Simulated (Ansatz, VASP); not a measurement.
One calculation of CdF2, two programs

```
Cd F
1.0
     0.00000    2.74027    2.84988
     2.74027    0.00000    2.84988
     2.74027    2.74027    0.00000
Cd F
1 2
Direct
  0.00000 0.00000 0.00000
  0.25000 0.25000 0.25000
  0.75000 0.75000 0.75000
```

Change from the starting cell: engineering shear strain xy +0.0000, normal strain along z +0.0400.

Alike in both runs: task single point; functional PBE; k mesh 8 × 8 × 8; occupations gaussian, width 0.05 eV; no spin polarisation.

|  | VASP | Ansatz |
| --- | --- | --- |
| version | VASP 6.6.1 | Ansatz 0.2.0 |
| potentials or method | VASP PAW PBE potentials, release 64 (Cd, F), cutoff 520 eV | scalar-relativistic, plane waves, PAW |
| valence electrons in the cell | 26 | 34 |

|  | VASP | Ansatz | Ansatz less VASP |
| --- | --- | --- | --- |
| gap on the k mesh at the Fermi level (eV) | 2.69 | 2.72 | +0.028 |
| least direct gap on the mesh (eV) | 3.27 | 3.29 | +0.028 |
| pressure (GPa) | -2.9 | -3.3 | -0.42 |
| traceless stress, the component that is largest in VASP (GPa) | -2.64 | -2.67 | -0.032 |

VASP's potentials hold 26 valence electrons a cell and Ansatz's 34, so a difference there can come from the potentials and not from the codes.
